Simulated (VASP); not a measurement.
Ga: relaxation of shape and atoms at fixed volume with PBE

The system is Ga.

```
Ga
1.0
     2.76943    0.00000    0.00000
     0.00000    2.76943    0.00000
     0.00000    0.00000    2.77040
Ga
1
Direct
  0.50000 0.50000 0.50000
```

This isn't the form of Ga at room conditions, which is orthorhombic.

* Program: VASP 6.6.1
* Task: relaxation of shape and atoms at fixed volume
* Functional: PBE
* Potentials or basis: VASP PAW PBE potentials, release 64 (Ga_d)
* Cutoff: 600 eV
* k mesh: 20 × 20 × 20
* Occupations: gaussian, width 0.1 eV
* Spin: no spin polarisation
* Dipole correction: no
* Further INCAR settings: ALGO = Fast; EDIFF = 1e-06; IBRION = 2; EDIFFG = -0.01; NSW = 50; ISIF = 4

```yaml
Pressure_after_relaxing: -2.1 GPa
Band_gap_on_the_k_mesh: zero (an odd number of electrons rules out a gap without spin polarisation)
```

Final structure:
```
CELL_PARAMETERS angstrom
2.76943 0.00000 0.00000
0.00000 2.76943 0.00000
0.00000 0.00000 2.77040
ATOMIC_POSITIONS crystal
Ga 0.50000 0.50000 0.50000
```

Levels at points of the mesh, in eV from the Fermi level:
```csv
k point,band 3,band 4,band 5,band 6,band 7,band 8,band 9,band 10
"(0.00, 0.00, 0.00)",-14.61,-14.61,-14.61,-10.19,8.54,8.56,8.56,11.51
"(0.50, 0.00, 0.00)",-14.73,-14.73,-14.60,-6.12,-3.84,11.73,11.74,15.02
"(0.50, 0.50, 0.00)",-14.71,-14.71,-14.49,-1.89,-0.59,-0.59,4.21,14.95
"(0.00, 0.00, 0.50)",-14.73,-14.73,-14.60,-6.13,-3.84,11.73,11.73,15.06
"(0.50, 0.00, 0.50)",-14.71,-14.71,-14.49,-1.89,-0.60,-0.59,4.21,14.97
"(0.50, 0.50, 0.50)",-14.90,-14.48,-14.48,2.49,2.49,2.50,3.08,8.01
```

Run time: 63 s on 1 thread of Intel(R) Xeon(R) 6975P-C (Granite Rapids), with other jobs on the host, peak memory 0.3 GiB.

Caveat: the relaxation stopped at its first step, so nothing moved.
